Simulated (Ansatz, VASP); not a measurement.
# Ta2AlN3: VASP beside Ansatz

```
CELL_PARAMETERS angstrom
5.48346 0.00000 0.00000
-2.74173 4.74882 0.00000
0.00000 0.00000 3.07184
ATOMIC_POSITIONS crystal
Ta 0.33333 0.66667 0.50000
Ta 0.66667 0.33333 0.50000
Al 0.00000 0.00000 0.00000
N 0.50000 0.00000 0.00000
N 0.50000 0.50000 0.00000
N 0.00000 0.50000 0.00000
```

Alike in both runs: task single point; functional PBE; k mesh 6 × 6 × 6; occupations gaussian, width 0.1 eV; no spin polarisation.

|  | VASP | Ansatz |
| --- | --- | --- |
| version | VASP 6.6.1 | Ansatz 0.2.0 |
| potentials or method | VASP PAW PBE potentials, release 64 (Ta_pv, Al, N), cutoff 520 eV | scalar-relativistic, plane waves, PAW |
| valence electrons in the cell | 40 | 44 |

```csv
,VASP,Ansatz,Ansatz less VASP
gap on the k mesh at the Fermi level (eV),none,none,-
pressure (GPa),-20.9,-21.2,-0.33
"traceless stress, the component that is largest in VASP (GPa)",-22.04,-22.20,-0.164
```

A gap of «none» marks a metal or a gap that the smearing closes. VASP's potentials hold 40 valence electrons a cell and Ansatz's 44, so a difference there can come from the potentials and not from the codes.

Spin-orbit coupling is off throughout.
